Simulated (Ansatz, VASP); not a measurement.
## Sr in VASP and in Ansatz

INCAR

```
ALGO     = Normal         # electronic algorithm
EDIFF    = 1E-7           # SCF threshold, eV
ENCUT    = 520            # plane-wave cutoff, eV
GGA      = PE             # functional
ISIF     = 2              # what is computed and relaxed
ISMEAR   = 0              # smearing method
LASPH    = True           # aspherical terms in the spheres
LCHARG   = False          # write CHGCAR
LREAL    = False          # projectors in reciprocal space
LWAVE    = False          # write WAVECAR
NBANDS   = 11             # bands
NELM     = 100            # most SCF steps
PREC     = Accurate       # precision mode
SIGMA    = 0.1            # smearing width, eV
```

KPOINTS

```
k-points
0
Gamma
  12 12 12
```

Contents of POSCAR:

```
Sr
1.0
    0.0000000000      3.0993332155      3.0993332155
    3.0993332155      0.0000000000      3.0993332155
    3.0993332155      3.0993332155      0.0000000000
Sr
1
Direct
    0.0000000000      0.0000000000      0.0000000000
```

Input for Ansatz:

```yaml
crystal:
  lattice:
    - [0.0, 3.0993332155, 3.0993332155]
    - [3.0993332155, 0.0, 3.0993332155]
    - [3.0993332155, 3.0993332155, 0.0]
  atoms:
    - { symbol: Sr, position: [0.0, 0.0, 0.0] }
basis:
  ecutwfc: 420
kpoints:
  mp_grid: { grid: [12, 12, 12] }
hamiltonian:
  xc: pbe
scf:
  occupations: { method: gaussian, width: 0.1 }
output:
  forces: true
  stress: true
  eigenvalues: true
  populations: true
```

Alike in both runs: task single point; functional PBE; k mesh 12 × 12 × 12; occupations gaussian, width 0.1 eV; no spin polarisation.

```csv
,VASP,Ansatz
version,VASP 6.6.1,Ansatz 0.2.0
potentials or method,"VASP PAW PBE potentials, release 64 (Sr_sv), cutoff 520 eV","scalar-relativistic, plane waves, PAW"
valence electrons in the cell,10,10
```

|  | VASP | Ansatz | Ansatz less VASP |
| --- | --- | --- | --- |
| gap on the k mesh at the Fermi level (eV) | none | none | - |
| pressure (GPa) | -0.8 | -0.8 | 0.00 |

A gap of «none» marks a metal or a gap that the smearing closes.
